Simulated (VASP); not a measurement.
# CoSi2 (Fm-3m) in VASP: notebook

Runs on CoSi2. Level: PBE. Tasks: single point.

Program: VASP 6.6.1. These are calculated values, not measurements. Logs are shortened: lines on timing, memory, paths and dates and some standing lists are left out, and cuts for length are marked.

## 1. The cell of the first run

The structure is cubic, space group Fm-3m (No. 225). The conventional cell has a = 5.356 Å, b = 5.356 Å, c = 5.356 Å, α = 90.00°, β = 90.00°, γ = 90.00°. Within 3.1 Å of Co (site symmetry m-3m) lie 8 Si at 2.32 Å. Within 3.1 Å of Si (site symmetry -43m) lie 4 Co at 2.32 Å and 6 Si at 2.68 Å.

## 2. Single point, PBE, collinear spin, ferromagnetic start

The input, INCAR:

```
SYSTEM = CoSi2
PREC     = Accurate       ! precision mode
ENCUT    = 520            ! plane-wave cutoff, eV
EDIFF    = 1E-7           ! SCF threshold, eV
ISMEAR   = 0              ! smearing method
SIGMA    = 0.05           ! smearing width, eV
LREAL    = .False.        ! projectors in reciprocal space
LASPH    = .True.         ! aspherical terms in the spheres
NELM     = 150            ! most SCF steps
ALGO     = Normal         ! electronic algorithm
ISIF     = 2              ! what is computed and relaxed
LWAVE    = .False.        ! write WAVECAR
LCHARG   = .False.        ! write CHGCAR
ISPIN    = 2              ! spin polarisation
MAGMOM   = 2.5 0 0        ! initial moments
LORBIT   = 11             ! projections on sites
LMAXMIX  = 4              ! l up to which the mixer works
GGA      = PE             ! functional
NBANDS   = 20             ! bands
```

The input, KPOINTS:

```
regular mesh
0
Gamma
  10 10 10
  0 0 0
```

The input, POSCAR:

```
CoSi2
1.0
    0.0000000000      2.6780000000      2.6780000000
    2.6780000000      0.0000000000      2.6780000000
    2.6780000000      2.6780000000      0.0000000000
Co Si
1 2
Direct
    0.0000000000      0.0000000000      0.0000000000
    0.2500000000      0.2500000000      0.2500000000
    0.7500000000      0.7500000000      0.7500000000
```

Potentials or basis: VASP PAW PBE potentials, release 64 (Co, Si).

On the command line:

```console
$ cat potpaw_PBE.64/Co/POTCAR potpaw_PBE.64/Si/POTCAR > POTCAR
$ mpirun -np 1 vasp_std > vasp.out
```

OUTCAR:

```text
SYSTEM = CoSi2
   PREC = Accurate
   ENCUT = 520
   EDIFF = 1E-7
   ISMEAR = 0
   LREAL = .False.
   LASPH = .True.
   NELM = 150
   ISIF = 2
   ISPIN = 2
   LORBIT = 11
   GGA = PE

 ion  position               nearest neighbor table
   1  0.000  0.000  0.000-   3 2.32   2 2.32   3 2.32   2 2.32   3 2.32   3 2.32   2 2.32   2 2.32

   2  0.250  0.250  0.250-   1 2.32   1 2.32   1 2.32   1 2.32   3 2.68   3 2.68   3 2.68   3 2.68
                             3 2.68   3 2.68
   3  0.750  0.750  0.750-   1 2.32   1 2.32   1 2.32   1 2.32   2 2.68   2 2.68   2 2.68   2 2.68
                             2 2.68   2 2.68

  LATTYP: Found a face centered cubic cell.
 ALAT       =     5.3560000000

  Lattice vectors:

 A1 = (   0.0000000000,   2.6780000000,   2.6780000000)
 A2 = (   2.6780000000,   0.0000000000,   2.6780000000)
 A3 = (   2.6780000000,   2.6780000000,   0.0000000000)

Analysis of symmetry for initial positions (statically):
=====================================================================
 Subroutine PRICEL returns:
 Original cell was already a primitive cell.

 Routine SETGRP: Setting up the symmetry group for a
 face centered cubic supercell.

 Subroutine GETGRP returns: Found 48 space group operations
 (whereof 48 operations were pure point group operations)
 out of a pool of 48 trial point group operations.

The static configuration has the point symmetry O_h .

Analysis of symmetry for dynamics (positions and initial velocities):
=====================================================================
 Subroutine PRICEL returns:
 Original cell was already a primitive cell.

 Routine SETGRP: Setting up the symmetry group for a
 face centered cubic supercell.

 Subroutine GETGRP returns: Found 48 space group operations
 (whereof 48 operations were pure point group operations)
 out of a pool of 48 trial point group operations.

The dynamic configuration has the point symmetry O_h .

Analysis of structural, dynamic, and magnetic symmetry:
=====================================================================
 Subroutine PRICEL returns:
 Original cell was already a primitive cell.

 Routine SETGRP: Setting up the symmetry group for a
 face centered cubic supercell.

 Subroutine GETGRP returns: Found 48 space group operations
 (whereof 48 operations were pure point group operations)
 out of a pool of 48 trial point group operations.

The overall configuration has the point symmetry O_h .

 Subroutine INISYM returns: Found 48 space group operations
 (whereof 48 operations are pure point group operations),
[... 118 lines left out ...]
     AMIX_MAG =   1.60;   BMIX_MAG =  1.00
  volume/ion in A,a.u.               =      12.80        86.40
  Fermi-wavevector in a.u.,A,eV,Ry     =   1.247586  2.357596 21.177078  1.556471
  Thomas-Fermi vector in A             =   2.381712
   LORBIT       =     11    0 simple, 1 ext, 2 COOP (PROOUT), +10 PAW based schemes
   GGA     = PE    functional components
   LHFCALC =     F    Hartree Fock is set to
   AEXX    =    0.0000 exact exchange contribution
   IVDW    =     0    specifies the selected vdW correction
   LEPSILON=     F    determine dielectric tensor
   LRPA    =     F    only Hartree local field effects (RPA)
 spin polarized calculation
 Gauss-broadening in eV      SIGMA  =   0.05
  energy-cutoff  :      520.00
  volume of cell :       38.41
 maximum number of plane-waves:      1056
   NGX = 15   NGY = 15   NGZ = 15

 number of electron      16.9999995 magnetization       0.0003108

 number of electron      16.9999995 magnetization      -0.0000026

 Free energy of the ion-electron system (eV)
  ---------------------------------------------------
  ext. energy  EPLUGINS =         0.00000000
  ---------------------------------------------------
  free energy    TOTEN  =       -19.29659097 eV

  energy without entropy =      -19.29586357  energy(sigma->0) =      -19.29622727

 E-fermi :  10.0754     XC(G=0): -11.7462

 val. band max:       10.0289758951   @ k =   0.4000   0.0000   0.0000
 cond. band min:      10.1050854398   @ k =  -0.2000   0.3000   0.1000
 fundamental gap:      0.0761095447
 Fermi energy:        10.0754123412

 spin component 1

 k-point     1 :       0.0000    0.0000    0.0000
  band No.  band energies     occupation
      1      -3.0312      1.00000
      2       6.0129      1.00000
      3       6.0129      1.00000
      4       6.0129      1.00000
      5       8.1808      1.00000
      6       8.1808      1.00000
[... 541 lines left out ...]
     19      24.2458      0.00000
     20      24.6445      0.00000

 [... further k-points ...]

 spin component 2

 k-point     1 :       0.0000    0.0000    0.0000
  band No.  band energies     occupation
      1      -3.0312      1.00000
      2       6.0129      1.00000
      3       6.0129      1.00000
      4       6.0129      1.00000
      5       8.1808      1.00000
      6       8.1808      1.00000
[... 541 lines left out ...]
     19      24.2458      0.00000
     20      24.6446      0.00000

 [... further k-points ...]
[... 5 lines left out ...]
  --------------------------------------------------------------------------------------
  -------------------------------------------------------------------------------------
  Total        0.0482499      0.0482499      0.0482499     -0.0000000      0.0000000      0.0000000
  in kB        2.0125446      2.0125446      2.0125446     -0.0000000      0.0000000      0.0000000
  external PRESSURE =       2.0125446 kB  Pullay stress =       0.0000000 kB

 VOLUME and BASIS-vectors are now :
 -----------------------------------------------------------------------------
  energy-cutoff  :      520.00
  volume of cell :       38.41
      direct lattice vectors                 reciprocal lattice vectors
     0.000000000  2.678000000  2.678000000    -0.186706497  0.186706497  0.186706497
     2.678000000  0.000000000  2.678000000     0.186706497 -0.186706497  0.186706497
     2.678000000  2.678000000  0.000000000     0.186706497  0.186706497 -0.186706497

 POSITION                                       TOTAL-FORCE (eV/Angst)
 -----------------------------------------------------------------------------------
      0.00000      0.00000      0.00000        -0.000000     -0.000000     -0.000000
      1.33900      1.33900      1.33900         0.000000      0.000000      0.000000
      4.01700      4.01700      4.01700        -0.000000      0.000000     -0.000000
 -----------------------------------------------------------------------------------
    total drift:                               -0.000000     -0.000000      0.000000

  FREE ENERGIE OF THE ION-ELECTRON SYSTEM (eV)
  ---------------------------------------------------
  free  energy   TOTEN  =       -19.2965909691 eV

  energy  without entropy=      -19.2958635675  energy(sigma->0) =      -19.29622727

 total charge

# of ion       s       p       d       tot
------------------------------------------
    1        0.539   0.721   7.594   8.854
    2        0.717   0.874   0.000   1.591
    3        0.717   0.874   0.000   1.591
--------------------------------------------------
tot          1.973   2.469   7.594  12.035

 magnetization (x)

# of ion       s       p       d       tot
------------------------------------------
    1       -0.000  -0.000   0.000   0.000
    2        0.000   0.000   0.000   0.000
    3        0.000   0.000   0.000   0.000
--------------------------------------------------
tot          0.000   0.000   0.000   0.000
```

OSZICAR:

```text
N       E                     dE             d eps       ncg     rms          rms(c)
DAV:   1     0.693738861970E+02    0.69374E+02   -0.66443E+03  3784   0.811E+02
DAV:   2    -0.154569869176E+02   -0.84831E+02   -0.73768E+02  3972   0.185E+02
DAV:   3    -0.200936005490E+02   -0.46366E+01   -0.44760E+01  4540   0.464E+01
DAV:   4    -0.201709404559E+02   -0.77340E-01   -0.77120E-01  4336   0.538E+00
DAV:   5    -0.201730902965E+02   -0.21498E-02   -0.21495E-02  4636   0.965E-01    0.172E+01
DAV:   6    -0.253081895133E+02   -0.51351E+01   -0.17867E+01  4252   0.874E+01    0.199E+01
DAV:   7    -0.193158228047E+02    0.59924E+01   -0.95627E+00  4628   0.685E+01    0.342E+00
DAV:   8    -0.193275399754E+02   -0.11717E-01   -0.59314E-01  4588   0.482E+00    0.207E+00
DAV:   9    -0.192963377416E+02    0.31202E-01   -0.63560E-02  4624   0.375E+00    0.890E-01
DAV:  10    -0.192965764098E+02   -0.23867E-03   -0.33879E-03  5080   0.478E-01    0.333E-01
DAV:  11    -0.192964472235E+02    0.12919E-03   -0.82953E-04  4796   0.366E-01    0.141E-01
DAV:  12    -0.192965810029E+02   -0.13378E-03   -0.27506E-04  4348   0.158E-01    0.525E-02
DAV:  13    -0.192965885923E+02   -0.75894E-05   -0.34392E-05  4472   0.589E-02    0.132E-02
DAV:  14    -0.192965902997E+02   -0.17074E-05   -0.22818E-06  4424   0.958E-03    0.475E-03
DAV:  15    -0.192965911136E+02   -0.81399E-06   -0.16257E-06  4240   0.681E-03    0.501E-03
DAV:  16    -0.192965909325E+02    0.18112E-06   -0.10791E-07  4048   0.291E-03    0.124E-03
DAV:  17    -0.192965909691E+02   -0.36544E-07   -0.83052E-09  2348   0.571E-04
   1 F= -.19296591E+02 E0= -.19296227E+02  d E =-.727402E-03  mag=    -0.0000
```

It took 61 s on 1 thread of Intel Xeon 6975P-C, shared host; peak memory 0.21 GiB.

What came out:

```
Free energy                                           : -19.2966 eV
Pressure                                              : 0.2 GPa
Net moment                                            : 0.00 μB per cell
Valence electrons inside the program's atomic spheres : Co 8.85; Si 1.59
```

Levels at points of the mesh, in eV from the Fermi level:
Spin up:
```csv
k point,band 7,band 8,band 9,band 10,band 11,band 12
"(0.00, 0.00, 0.00)",0.78,3.42,3.42,3.42,3.47,3.47
"(0.50, 0.00, 0.00)",-1.61,-0.46,-0.46,2.71,3.42,3.42
"(0.50, 0.50, 0.00)",-1.94,-1.90,-1.32,1.58,2.94,8.57
```
Spin down:
| k point | band 5 | band 6 | band 7 | band 8 | band 9 | band 10 | band 11 | band 12 | band 13 | band 14 |
| --- | --- | --- | --- | --- | --- | --- | --- | --- | --- | --- |
| (0.00, 0.00, 0.00) | -1.89 | -1.89 | 0.78 | 3.42 | 3.42 | 3.42 | 3.47 | 3.47 | 3.47 | 5.69 |
| (0.50, 0.00, 0.00) | -2.16 | -1.61 | -1.61 | -0.46 | -0.46 | 2.71 | 3.42 | 3.42 | 4.36 | 10.38 |
| (0.50, 0.50, 0.00) | -3.64 | -1.94 | -1.94 | -1.90 | -1.32 | 1.58 | 2.94 | 8.57 | 9.60 | 9.60 |

Caveat: the starting moments collapsed, and a magnetic state may lie lower.

## 3. Single point, PBE, collinear spin, ferromagnetic start

The input, INCAR:

```
  PREC = Accurate
  ENCUT = 520
  EDIFF = 1E-6
  ISMEAR = 0
  SIGMA = 0.025
  LREAL = F
  LASPH = T
  NELM = 150
  ALGO = Normal
  ISIF = 2
  LWAVE = F
  LCHARG = T
  ISPIN = 2
  MAGMOM = 2.5 0 0
  LORBIT = 11
  LMAXMIX = 4
  GGA = PE
  LELF = T
  LVHAR = T
  NBANDS = 20
```

The input, KPOINTS:

```
Automatic mesh
0
Gamma
  10 10 10
```

POSCAR is that of step 2.

Potentials or basis: VASP PAW PBE potentials, release 64 (Co, Si).

On the command line:

```console
$ cat potpaw_PBE.64/Co/POTCAR potpaw_PBE.64/Si/POTCAR > POTCAR
$ mpirun -np 1 vasp_std > vasp.out
```

It took 59 s on 1 thread of Intel Xeon 6975P-C, shared host; peak memory 0.21 GiB.

Results (log left out):

```
Free energy                                           : -19.2963 eV
Pressure                                              : 0.2 GPa
Net moment                                            : 0.00 μB per cell
Valence electrons inside the program's atomic spheres : Co 8.85; Si 1.59
```

Levels at points of the mesh, in eV from the Fermi level:
Spin up:
```tsv
k point	band 7	band 8	band 9	band 10	band 11	band 12
(0.00, 0.00, 0.00)	0.77	3.41	3.41	3.41	3.46	3.46
(0.50, 0.00, 0.00)	-1.62	-0.46	-0.46	2.70	3.41	3.41
(0.50, 0.50, 0.00)	-1.95	-1.91	-1.33	1.57	2.93	8.56
```
Spin down:
```
           k point  band 6  band 7  band 8  band 9  band 10  band 11  band 12  band 13
(0.00, 0.00, 0.00)   -1.90    0.77    3.41    3.41     3.41     3.46     3.46     3.46
(0.50, 0.00, 0.00)   -1.62   -1.62   -0.46   -0.46     2.70     3.41     3.41     4.35
(0.50, 0.50, 0.00)   -1.95   -1.95   -1.91   -1.33     1.57     2.93     8.56     9.59
```

Caveat: the starting moments collapsed, and a magnetic state may lie lower.
